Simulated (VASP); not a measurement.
# TiC (Fm-3m) in VASP: single point with PBEsol

Aim: the single point of TiC with PBEsol.

All numbers are computed with VASP 6.6.1; they aren't measurements. Logs are shortened: lines on timing, memory, paths and dates and some standing lists are left out, and cuts for length are marked.

**1. The cell of the first run**

Symmetry: Fm-3m, No. 225, cubic system. The conventional cell has a = 4.328 Å, b = 4.328 Å, c = 4.328 Å, α = 90.00°, β = 90.00°, γ = 90.00°. Within 2.9 Å of Ti (site symmetry m-3m) lie 6 C at 2.16 Å. C (site symmetry m-3m) has 6 Ti at 2.16 Å within 2.9 Å.

**2. Single point, PBEsol**

INCAR

```
ALGO     = Normal         # electronic algorithm
EDIFF    = 1E-6           # SCF threshold, eV
ENCUT    = 520            # plane-wave cutoff, eV
GGA      = PS             # functional
ISIF     = 2              # what is computed and relaxed
ISMEAR   = 0              # smearing method
LASPH    = True           # aspherical terms in the spheres
LCHARG   = False          # write CHGCAR
LREAL    = False          # projectors in reciprocal space
LWAVE    = False          # write WAVECAR
NBANDS   = 15             # bands
NELM     = 80             # most SCF steps
PREC     = Accurate       # precision mode
SIGMA    = 0.1            # smearing width, eV
```

KPOINTS

```
k-points
0
Gamma
  8 8 8
```

POSCAR

```
TiC
1.0
    0.0000000000      2.1640000000      2.1640000000
    2.1640000000      0.0000000000      2.1640000000
    2.1640000000      2.1640000000      0.0000000000
Ti C
1 1
Direct
    0.0000000000      0.0000000000      0.0000000000
    0.5000000000      0.5000000000      0.5000000000
```

Potentials or basis: VASP PAW PBE potentials, release 64 (Ti_sv, C).

Launch:

```bash
cat potpaw_PBE.64/Ti_sv/POTCAR potpaw_PBE.64/C/POTCAR > POTCAR
mpirun -np 1 vasp_std > vasp.out
```

OUTCAR:

```text
EDIFF = 1E-6
   ENCUT = 520
   GGA = PS
   ISIF = 2
   ISMEAR = 0
   LASPH = True
   LREAL = False
   NELM = 80
   PREC = Accurate

 ion  position               nearest neighbor table
   1  0.000  0.000  0.000-   2 2.16   2 2.16   2 2.16   2 2.16   2 2.16   2 2.16
   2  0.500  0.500  0.500-   1 2.16   1 2.16   1 2.16   1 2.16   1 2.16   1 2.16

  LATTYP: Found a face centered cubic cell.
 ALAT       =     4.3280000000

  Lattice vectors:

 A1 = (   0.0000000000,   2.1640000000,   2.1640000000)
 A2 = (   2.1640000000,   0.0000000000,   2.1640000000)
 A3 = (   2.1640000000,   2.1640000000,   0.0000000000)

Analysis of symmetry for initial positions (statically):
=====================================================================
 Subroutine PRICEL returns:
 Original cell was already a primitive cell.

 Routine SETGRP: Setting up the symmetry group for a
 face centered cubic supercell.

 Subroutine GETGRP returns: Found 48 space group operations
 (whereof 48 operations were pure point group operations)
 out of a pool of 48 trial point group operations.

The static configuration has the point symmetry O_h .

Analysis of symmetry for dynamics (positions and initial velocities):
=====================================================================
 Subroutine PRICEL returns:
 Original cell was already a primitive cell.

 Routine SETGRP: Setting up the symmetry group for a
 face centered cubic supercell.

 Subroutine GETGRP returns: Found 48 space group operations
 (whereof 48 operations were pure point group operations)
 out of a pool of 48 trial point group operations.

The dynamic configuration has the point symmetry O_h .

 Subroutine INISYM returns: Found 48 space group operations
 (whereof 48 operations are pure point group operations),
 and found     1 'primitive' translations

----------------------------------------------------------------------------------------

                                     Primitive cell

  volume of cell :      20.2676

  direct lattice vectors                    reciprocal lattice vectors
     0.000000000  2.164000000  2.164000000    -0.231053604  0.231053604  0.231053604
     2.164000000  0.000000000  2.164000000     0.231053604 -0.231053604  0.231053604
     2.164000000  2.164000000  0.000000000     0.231053604  0.231053604 -0.231053604

  length of vectors
     3.060358149  3.060358149  3.060358149     0.400196582  0.400196582  0.400196582

  position of ions in fractional coordinates (direct lattice)
     0.000000000  0.000000000  0.000000000
     0.500000000  0.500000000  0.500000000

  ion indices of the primitive-cell ions
   primitive index   ion index
                 1           1
                 2           2

----------------------------------------------------------------------------------------

 KPOINTS: k-points

Automatic generation of k-mesh.
 Grid dimensions read from file:
 generate k-points for:    8    8    8

 Generating k-lattice:

  Cartesian coordinates                     Fractional coordinates (reciprocal lattice)
    -0.028881701  0.028881701  0.028881701     0.125000000  0.000000000  0.000000000
     0.028881701 -0.028881701  0.028881701     0.000000000  0.125000000  0.000000000
     0.028881701  0.028881701 -0.028881701     0.000000000  0.000000000  0.125000000

  Length of vectors
     0.050024573  0.050024573  0.050024573

  Shift w.r.t. Gamma in fractional coordinates (k-lattice)
     0.000000000  0.000000000  0.000000000

 Subroutine IBZKPT returns following result:
 ===========================================

 Found     29 irreducible k-points:

 Following reciprocal coordinates:
            Coordinates               Weight
  0.000000  0.000000  0.000000      1.000000
  0.125000  0.000000  0.000000      8.000000
  0.250000  0.000000  0.000000      8.000000
  0.375000  0.000000  0.000000      8.000000
  0.500000  0.000000  0.000000      4.000000
  0.125000  0.125000  0.000000      6.000000
[... 16 lines left out ...]
  0.500000  0.250000  0.125000     48.000000
 -0.375000  0.250000  0.125000     24.000000
 [... further k-points ...]
   k-points           NKPTS =     29   k-points in BZ     NKDIM =     29   number of bands    NBANDS=     15
   number of dos      NEDOS =    301   number of ions     NIONS =      2
   total plane-waves  NPLWV =  13824
   dimension x,y,z NGX =    24 NGY =   24 NGZ =   24
   dimension x,y,z NGXF=    48 NGYF=   48 NGZF=   48
   ions per type =               1   1
   NGX,Y,Z   is equivalent  to a cutoff of  13.04, 13.04, 13.04 a.u.
   NGXF,Y,Z  is equivalent  to a cutoff of  26.07, 26.07, 26.07 a.u.
 SYSTEM =  unknown system
   PREC   = accura    normal or accurate (medium, high low for compatibility)
   ISTART =      0    job   : 0-new  1-cont  2-samecut
   ICHARG =      2    charge: 1-file 2-atom 10-const
   ISPIN  =      1    spin polarized calculation?
   LNONCOLLINEAR =      F non collinear calculations
   LSORBIT =      F    spin-orbit coupling
   LASPH  =      T    aspherical Exc in radial PAW
   ENCUT  =  520.0 eV  38.22 Ry    6.18 a.u.   5.69  5.69  5.69*2*pi/ulx,y,z
   NELM   =     80;   NELMIN=  2; NELMDL= -5     # of ELM steps
   EDIFF  = 0.1E-05   stopping-criterion for ELM
   LREAL  =      F    real-space projection
   EDIFFG = 0.1E-04   stopping-criterion for IOM
   NSW    =      0    number of steps for IOM
   IBRION =     -1    ionic relax: 0-MD 1-quasi-New 2-CG
   NFREE  =      0    steps in history (QN), initial steepest desc. (CG)
   ISIF   =      2    stress and relaxation
   ISYM   =      2    0-nonsym 1-usesym 2-fastsym
   POTIM  = 0.5000    time-step for ionic-motion
   TEBEG  =    0.0;   TEEND  =   0.0 temperature during run
   PSTRESS=    0.0 pullay stress
   NELECT =      16.0000    total number of electrons
   NUPDOWN=      -1.0000    fix difference up-down
   EMIN   =  10.00;   EMAX   =-10.00  energy-range for DOS
   EFERMI =   0.00;   METHOD = LEGACY
   ISMEAR =     0;   SIGMA  =   0.10  broadening in eV -4-tet -1-fermi 0-gaus
   EFERMI_NEDOS =   21; number of points for ismear=-14 and -15
   IALGO  =     38    algorithm
   IMIX   =      4    mixing-type and parameters
     AMIX     =   0.40;   BMIX     =  1.00
     AMIX_MAG =   1.60;   BMIX_MAG =  1.00
  volume/ion in A,a.u.               =      10.13        68.39
  Fermi-wavevector in a.u.,A,eV,Ry     =   1.513030  2.859212 31.147275  2.289260
  Thomas-Fermi vector in A             =   2.622876
   LORBIT       =      0    0 simple, 1 ext, 2 COOP (PROOUT), +10 PAW based schemes
   GGA     = PS    functional components
   LHFCALC =     F    Hartree Fock is set to
   AEXX    =    0.0000 exact exchange contribution
   IVDW    =     0    specifies the selected vdW correction
   LEPSILON=     F    determine dielectric tensor
   LRPA    =     F    only Hartree local field effects (RPA)
 non-spin polarized calculation
 Gauss-broadening in eV      SIGMA  =   0.10
  energy-cutoff  :      520.00
  volume of cell :       20.27
 maximum number of plane-waves:       568
   NGX = 11   NGY = 11   NGZ = 11

 number of electron      16.0000001 magnetization

 Free energy of the ion-electron system (eV)
  ---------------------------------------------------
  ext. energy  EPLUGINS =         0.00000000
  ---------------------------------------------------
  free energy    TOTEN  =       -19.79202777 eV

  energy without entropy =      -19.79017846  energy(sigma->0) =      -19.79110312

 E-fermi :   9.2835     XC(G=0): -12.8721

 val. band max:        9.0885761620   @ k =   0.3750   0.3750   0.0000
 cond. band min:       9.3111801637   @ k =   0.5000   0.5000   0.0000
 fundamental gap:      0.2226040017
 Fermi energy:         9.2834626198

 k-point     1 :       0.0000    0.0000    0.0000
  band No.  band energies     occupation
      1     -46.9947      2.00000
      2     -23.1200      2.00000
      3     -23.1200      2.00000
      4     -23.1200      2.00000
      5      -3.0471      2.00000
      6       9.9932      0.00000
      7       9.9932      0.00000
      8       9.9932      0.00000
      9      11.0402      0.00000
     10      11.0402      0.00000
     11      11.0402      0.00000
     12      11.0599      0.00000
     13      11.0599      0.00000
     14      19.8425      0.00000
     15      23.2647      0.00000

 k-point     2 :       0.1250    0.0000    0.0000
  band No.  band energies     occupation
      1     -46.9837      2.00000
      2     -23.1976      2.00000
      3     -23.1273      2.00000
      4     -23.1273      2.00000
      5      -2.6950      2.00000
      6       8.6855      2.00000
      7       9.0490      1.99909
      8       9.0490      1.99909
      9      10.4230      0.00000
     10      10.4230      0.00000
     11      11.5912      0.00000
     12      13.1321      0.00000
     13      13.1321      0.00000
     14      20.3889      0.00000
     15      23.3517      0.00000

 k-point     3 :       0.2500    0.0000    0.0000
  band No.  band energies     occupation
      1     -46.9570      2.00000
      2     -23.3809      2.00000
      3     -23.1449      2.00000
      4     -23.1449      2.00000
      5      -1.7247      2.00000
      6       6.5804      2.00000
      7       7.6347      2.00000
      8       7.6347      2.00000
      9      11.0848      0.00000
     10      11.0848      0.00000
     11      12.1674      0.00000
     12      15.2229      0.00000
     13      15.2229      0.00000
     14      20.4076      0.00000
     15      23.6949      0.00000
[... 343 lines left out ...]
 k-point    23 :       0.5000    0.2500    0.1250
  band No.  band energies     occupation
      1     -46.9154      2.00000
      2     -23.5123      2.00000
      3     -23.2889      2.00000
      4     -23.1981      2.00000
      5      -0.2742      2.00000
      6       4.8607      2.00000
      7       6.5839      2.00000
      8       7.0502      2.00000
      9      11.1951      0.00000
     10      12.4404      0.00000
     11      13.1889      0.00000
     12      14.6940      0.00000
     13      16.7529      0.00000
     14      20.8750      0.00000
     15      23.3818      0.00000

 k-point    24 :      -0.3750    0.2500    0.1250
  band No.  band energies     occupation
      1     -46.9064      2.00000
      2     -23.5537      2.00000
      3     -23.3019      2.00000
      4     -23.2135      2.00000
      5       0.1714      2.00000
      6       4.4420      2.00000
      7       6.3197      2.00000
      8       6.8304      2.00000
      9      11.9472      0.00000
     10      12.0977      0.00000
     11      13.1394      0.00000
     12      15.7912      0.00000
     13      16.1972      0.00000
     14      20.2893      0.00000
     15      23.5158      0.00000

 [... further k-points ...]
[... 5 lines left out ...]
  --------------------------------------------------------------------------------------
  -------------------------------------------------------------------------------------
  Total       -0.7459695     -0.7459695     -0.7459695      0.0000000     -0.0000000     -0.0000000
  in kB      -58.9698336    -58.9698336    -58.9698336      0.0000000     -0.0000000     -0.0000000
  external PRESSURE =     -58.9698336 kB  Pullay stress =       0.0000000 kB

 VOLUME and BASIS-vectors are now :
 -----------------------------------------------------------------------------
  energy-cutoff  :      520.00
  volume of cell :       20.27
      direct lattice vectors                 reciprocal lattice vectors
     0.000000000  2.164000000  2.164000000    -0.231053604  0.231053604  0.231053604
     2.164000000  0.000000000  2.164000000     0.231053604 -0.231053604  0.231053604
     2.164000000  2.164000000  0.000000000     0.231053604  0.231053604 -0.231053604

 POSITION                                       TOTAL-FORCE (eV/Angst)
 -----------------------------------------------------------------------------------
      0.00000      0.00000      0.00000        -0.000000      0.000000     -0.000000
      2.16400      2.16400      2.16400         0.000000     -0.000000      0.000000
 -----------------------------------------------------------------------------------
    total drift:                                0.000000     -0.000000     -0.000000

  FREE ENERGIE OF THE ION-ELECTRON SYSTEM (eV)
  ---------------------------------------------------
  free  energy   TOTEN  =       -19.7920277703 eV

  energy  without entropy=      -19.7901784614  energy(sigma->0) =      -19.79110312
```

Run time: 4.1 s. Hardware: 1 thread of Intel Xeon 6975P-C (Granite Rapids), shared host; peak memory 0.14 GiB.

Results:

* Free energy: -19.7920 eV
* Pressure: -5.9 GPa
* Band gap on the k mesh: zero (band 8 reaches 9.99 eV, above the bottom of band 9 at 8.92 eV)

Levels at points of the mesh, in eV from the Fermi level:
```
           k point  band 5  band 6  band 7  band 8  band 9  band 10  band 11  band 12
(0.00, 0.00, 0.00)  -12.33    0.71    0.71    0.71    1.76     1.76     1.76     1.78
(0.50, 0.00, 0.00)   -8.79   -5.84   -2.86   -2.86    2.97     2.97     4.17     8.22
(0.50, 0.50, 0.00)  -10.02   -3.40   -1.63    0.03    0.03     2.79     3.58     3.58
```

Caveat: the PAW data sets were made with another functional, which shifts forces and pressure a little.
